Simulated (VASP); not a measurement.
A run of VASP 6.6.1 is set up as follows.

Contents of INCAR:

```
SYSTEM = Ba
ALGO = Normal ; EDIFF = 1E-7
ENCUT = 520 ; GGA = PE
ISIF = 2 ; ISMEAR = 1
ISPIN = 2 ; LASPH = .True.
LCHARG = .False. ; LORBIT = 11
LREAL = .False. ; LWAVE = .False.
MAGMOM = 0.5 ; NBANDS = 15
NELM = 150 ; PREC = Accurate
SIGMA = 0.05
```

File KPOINTS:

```
k-points
0
Gamma
  8 8 8
  0 0 0
```

POSCAR

```
Ba
1.0
   -2.5394840457      2.5394840457      2.5394840457
    2.5394840457     -2.5394840457      2.5394840457
    2.5394840457      2.5394840457     -2.5394840457
Ba
1
Direct
    0.0000000000      0.0000000000      0.0000000000
```

Potentials or basis: VASP PAW PBE potentials, release 64 (Ba_sv).

Run with:

```console
$ cat potpaw_PBE.64/Ba_sv/POTCAR > POTCAR
$ mpirun -np 1 vasp_std > vasp.out
```

Estimate the band gap on the k mesh.

zero (filled and empty bands overlap).

Predict the pressure.

-0.3 GPa.

Predict the net moment.

0.00 μB per cell.

Caveat: spin-orbit coupling is left out, which moves the levels of the heavy elements.
